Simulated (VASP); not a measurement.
# Bi2Te3 (P-1) in VASP: notebook, part 2 of 2

VASP 6.6.1. Earlier steps stand in the parts before.

### 3 Electric field gradients, PBE (equal xy, yz and zx shear strains of +3 %)

Input file INCAR:

```
PREC = Accurate
ENCUT = 520
EDIFF = 1E-8
ISMEAR = -1
SIGMA = 0.08
LREAL = F
LASPH = T
NELM = 80
ALGO = Normal
ISIF = 2
LWAVE = F
LCHARG = F
GGA = PE
LEFG = T
NBANDS = 32
KPAR = 4
```

Input file KPOINTS:

```
regular mesh
0
Gamma
  7 7 7
```

Input file POSCAR:

```
Bi2Te3
1.0
    2.3644775503      1.4515095211     10.2175569503
   -2.0215235665      1.3857195043     10.1517669336
    0.1145011661     -2.3797738754     10.1276861161
Bi Te
2 3
Direct
    0.4000000000      0.4000000000      0.4000000000
    0.6000000000      0.6000000000      0.6000000000
    0.0000000000      0.0000000000      0.0000000000
    0.2095000000      0.2095000000      0.2095000000
    0.7905000000      0.7905000000      0.7905000000
```

Potentials or basis: VASP PAW PBE potentials, release 64 (Bi_d, Te).

Launch:

```sh
cat potpaw_PBE.64/Bi_d/POTCAR potpaw_PBE.64/Te/POTCAR > POTCAR
mpirun -np 4 vasp_std > vasp.out
```

OUTCAR:

```text
PREC = Accurate
   ENCUT = 520
   EDIFF = 1E-8
   ISMEAR = -1
   LREAL = F
   LASPH = T
   NELM = 80
   ISIF = 2
   GGA = PE

 ion  position               nearest neighbor table
   1  0.400  0.400  0.400-   5 3.04   5 3.06   5 3.12   3 3.21   3 3.24   3 3.30
   2  0.600  0.600  0.600-   4 3.04   4 3.06   4 3.12   3 3.21   3 3.24   3 3.30
   3  0.000  0.000  0.000-   2 3.21   1 3.21   1 3.24   2 3.24   2 3.30   1 3.30
   4  0.209  0.209  0.209-   2 3.04   2 3.06   2 3.12   5 3.59   5 3.64
   5  0.791  0.791  0.791-   1 3.04   1 3.06   1 3.12   4 3.59   4 3.64

  LATTYP: Found a triclinic cell.
 ALAT       =     4.3869878561
 B/A-ratio  =     0.9868313715
 C/A-ratio  =     2.5532919977
 COS(alpha) =     0.0032494294
 COS(beta)  =     0.3710582144
 COS(gamma) =     0.4801591939

  Lattice vectors:

 A1 = (   4.3860011168,   0.0657900168,   0.0657900167)
 A2 = (   2.1360247326,  -3.7654933797,  -0.0240808175)
 A3 = (   4.2714999507,   2.4455638922, -10.0618960994)

Analysis of symmetry for initial positions (statically):
=====================================================================
 Subroutine PRICEL returns:
 Original cell was already a primitive cell.

 Routine SETGRP: Setting up the symmetry group for a
 triclinic supercell.

 Subroutine GETGRP returns: Found  2 space group operations
 (whereof  2 operations were pure point group operations)
 out of a pool of  2 trial point group operations.

The static configuration has the point symmetry S_2 .

Analysis of symmetry for dynamics (positions and initial velocities):
=====================================================================
 Subroutine PRICEL returns:
 Original cell was already a primitive cell.

 Routine SETGRP: Setting up the symmetry group for a
 triclinic supercell.

 Subroutine GETGRP returns: Found  2 space group operations
 (whereof  2 operations were pure point group operations)
 out of a pool of  2 trial point group operations.

The dynamic configuration has the point symmetry S_2 .

 Subroutine INISYM returns: Found  2 space group operations
 (whereof  2 operations are pure point group operations),
 and found     1 'primitive' translations

----------------------------------------------------------------------------------------

                                     Primitive cell

  volume of cell :     169.2442

  direct lattice vectors                    reciprocal lattice vectors
     2.364477550  1.451509521 10.217556950     0.225668244  0.127837438  0.027487515
    -2.021523566  1.385719504 10.151766934    -0.230530248  0.134579288  0.034229364
     0.114501166 -2.379773875 10.127686116     0.003407611 -0.263871120  0.036697052

  length of vectors
    10.587544758 10.443426064 10.404155914     0.260814360  0.269123446  0.266432455

  position of ions in fractional coordinates (direct lattice)
     0.400000000  0.400000000  0.400000000
     0.600000000  0.600000000  0.600000000
     0.000000000  0.000000000  0.000000000
[... 99 lines left out ...]
   IALGO  =     38    algorithm
   IMIX   =      4    mixing-type and parameters
     AMIX     =   0.40;   BMIX     =  1.00
     AMIX_MAG =   1.60;   BMIX_MAG =  1.00
  volume/ion in A,a.u.               =      33.85       228.42
  Fermi-wavevector in a.u.,A,eV,Ry     =   1.075600  2.032589 15.740778  1.156915
  Thomas-Fermi vector in A             =   2.211461
   LORBIT       =      0    0 simple, 1 ext, 2 COOP (PROOUT), +10 PAW based schemes
   GGA     = PE    functional components
   LHFCALC =     F    Hartree Fock is set to
   AEXX    =    0.0000 exact exchange contribution
   IVDW    =     0    specifies the selected vdW correction
   LEPSILON=     F    determine dielectric tensor
   LRPA    =     F    only Hartree local field effects (RPA)
 non-spin polarized calculation
  energy-cutoff  :      520.00
  volume of cell :      169.24
 maximum number of plane-waves:      4585
   NGX = 39   NGY = 39   NGZ = 39

 number of electron      48.0000004 magnetization

 Free energy of the ion-electron system (eV)
  ---------------------------------------------------
  ext. energy  EPLUGINS =         0.00000000
  ---------------------------------------------------
  free energy    TOTEN  =       -18.29351555 eV

  energy without entropy =      -18.29145423  energy(sigma->0) =      -18.29248489

 E-fermi :   6.3534     XC(G=0):  -9.3323

 val. band max:        6.2346599217   @ k =   0.0000   0.0000   0.0000
 cond. band min:       6.4810448530   @ k =   0.0000   0.0000   0.0000
 fundamental gap:      0.2463849313
 Fermi energy:         6.3534253292

 k-point     1 :       0.0000    0.0000    0.0000
  band No.  band energies     occupation
      1     -16.9912      2.00000
      2     -16.9902      2.00000
      3     -16.9871      2.00000
      4     -16.9862      2.00000
      5     -16.9801      2.00000
      6     -16.9794      2.00000
[... 829 lines left out ...]
     31      11.1408      0.00000
     32      11.4584      0.00000

 [... further k-points ...]

------------------------ aborting loop because EDIFF is reached ----------------------------------------

  FORCE on cell =-STRESS in cart. coord.  units (eV):
  Direction    XX          YY          ZZ          XY          YZ          ZX
  --------------------------------------------------------------------------------------
  -------------------------------------------------------------------------------------
  Total        2.9922780      1.3209706      1.9490910     -0.1343499     -1.7055694     -0.9282342
  in kB       28.3268790     12.5051800     18.4513817     -1.2718448    -16.1460455     -8.7872776
  external PRESSURE =      19.7611469 kB  Pullay stress =       0.0000000 kB

 VOLUME and BASIS-vectors are now :
 -----------------------------------------------------------------------------
  energy-cutoff  :      520.00
  volume of cell :      169.24
      direct lattice vectors                 reciprocal lattice vectors
     2.364477550  1.451509521 10.217556950     0.225668244  0.127837438  0.027487515
    -2.021523566  1.385719504 10.151766934    -0.230530248  0.134579288  0.034229364
     0.114501166 -2.379773875 10.127686116     0.003407611 -0.263871120  0.036697052

 POSITION                                       TOTAL-FORCE (eV/Angst)
 -----------------------------------------------------------------------------------
      0.18298      0.18298     12.19880         0.042241      0.080098      0.031697
      0.27447      0.27447     18.29821        -0.042241     -0.080098     -0.031697
      0.00000      0.00000      0.00000         0.000000      0.000000      0.000000
      0.09584      0.09584      6.38912         0.105959      0.197475      0.023597
      0.36162      0.36162     24.10789        -0.105959     -0.197475     -0.023597
 -----------------------------------------------------------------------------------
    total drift:                               -0.000000     -0.000000     -0.000000

  FREE ENERGIE OF THE ION-ELECTRON SYSTEM (eV)
  ---------------------------------------------------
  free  energy   TOTEN  =       -18.2935155519 eV

  energy  without entropy=      -18.2914542318  energy(sigma->0) =      -18.29248489

 Electric field gradients (V/A^2)
---------------------------------------------------------------------
 ion       V_xx      V_yy      V_zz      V_xy      V_xz      V_yz
---------------------------------------------------------------------
   1     -43.788    17.304    26.484     0.015    27.033    53.690
   2     -43.788    17.304    26.484     0.015    27.033    53.690
   3     -46.704   -47.119    93.823    20.316    15.947    17.318
   4      -6.932    -3.555    10.488    15.017    19.087    20.510
   5      -6.932    -3.555    10.488    15.017    19.087    20.510
---------------------------------------------------------------------

 Electric field gradients after diagonalization (V/A^2)
 (convention: |V_zz| > |V_xx| > |V_yy|)
----------------------------------------------------------------------
 ion       V_xx      V_yy      V_zz     asymmetry (V_yy - V_xx)/ V_zz
----------------------------------------------------------------------
   1     -59.064   -20.028    79.091       0.494
   2     -59.064   -20.028    79.091       0.494
   3     -67.237   -31.023    98.259       0.369
   4     -20.418   -17.775    38.193       0.069
   5     -20.418   -17.775    38.193       0.069
----------------------------------------------------------------------

           NMR quadrupolar parameters

 Cq : quadrupolar parameter    Cq=e*Q*V_zz/h
 eta: asymmetry parameters     (V_yy - V_xx)/ V_zz
 Q  : nuclear electric quadrupole moment in mb (millibarn)
----------------------------------------------------------------------
 ion       Cq(MHz)       eta       Q (mb)
----------------------------------------------------------------------
   1       0.191       0.494       1.000
   2       0.191       0.494       1.000
   3       0.238       0.369       1.000
   4       0.092       0.069       1.000
   5       0.092       0.069       1.000
----------------------------------------------------------------------
```

stdout:

```text
POSCAR found type information on POSCAR BiTe
 POSCAR found :  2 types and       5 ions
 scaLAPACK will be used
 LDA part: xc-table for (Slater+PW92), standard interpolation
 POSCAR, INCAR and KPOINTS ok, starting setup
 FFT: planning ... GRIDC
 FFT: planning ... GRID_SOFT
 FFT: planning ... GRID
 WAVECAR not read
 entering main loop
ion   1
     0.0000690     0.1014171     0.0062970     0.3015772     0.0614068     0.0434122
     0.0000950     0.1014171     0.0062970     0.3015772     0.0614068     0.0434122
     0.0001308     0.1014171     0.0062970     0.3015772     0.0614068     0.0434122
     0.0001801     0.1014171     0.0062970     0.3015771     0.0614068     0.0434122

     0.0000690    -0.0477824   -49.1136723   -21.0025191   -24.7488840    27.9221785
     0.0000950    -0.0450735   -49.0750315   -20.9780895   -24.7278214    27.9014563
     0.0001308    -0.0408830   -49.0169606   -20.9410115   -24.6961083    27.8703667
     0.0001801    -0.0344333   -48.9300716   -20.8849853   -24.6485681    27.8239275
[... 34 lines left out ...]
ion   5
     0.0000585    -0.0406709    -0.1848702    -0.0352579    -0.1160122     0.0745711
     0.0000806    -0.0406709    -0.1848702    -0.0352579    -0.1160122     0.0745711
     0.0001110    -0.0406709    -0.1848702    -0.0352579    -0.1160122     0.0745711
     0.0001528    -0.0406709    -0.1848702    -0.0352579    -0.1160122     0.0745711

     0.0000585   -13.7213720   -18.8819216    -8.3590453   -17.5114145     1.6217625
     0.0000806   -13.7197272   -18.8798198    -8.3576205   -17.5094019     1.6216343
     0.0001110   -13.7171207   -18.8764955    -8.3553355   -17.5062166     1.6214329
     0.0001528   -13.7130083   -18.8712601    -8.3516856   -17.5011970     1.6211182
```

Wall time 30 min (4 MPI ranks of AMD EPYC 9755, shared host); peak memory 1.5 GiB.

Results:

| Quantity | Value |
| --- | --- |
| Free energy | -18.2935 eV |
| Pressure | 2.0 GPa |
| Largest force | 0.225 eV/Å |
| Band gap on the k mesh | 0.25 eV |
| Largest electric field gradient by atom | Bi +79.1; Te +98.3, +38.2 (each value once) V/Å² |

Forces in eV/Å, atoms in the order of the input:
```
Bi   0.042  0.080  0.032
Bi  -0.042 -0.080 -0.032
Te   0.000  0.000  0.000
Te   0.106  0.197  0.024
Te  -0.106 -0.197 -0.024
```

Electric field gradients, principal values (V/Å²):
| atom | least | middle | greatest (by size) |
| --- | --- | --- | --- |
| 1 Bi | -20.028 | -59.064 | 79.091 |
| 2 Bi | -20.028 | -59.064 | 79.091 |
| 3 Te | -31.023 | -67.237 | 98.259 |
| 4 Te | -17.775 | -20.418 | 38.193 |
| 5 Te | -17.775 | -20.418 | 38.193 |

Caveat: the cell differs from its parent crystal (equal xy, yz and zx shear strains of +3 %); without QUAD_EFG the Cq values of the log hold for a quadrupole moment of 1 mb, not for the nuclei; spin-orbit coupling is left out, which moves the levels of the heavy elements.
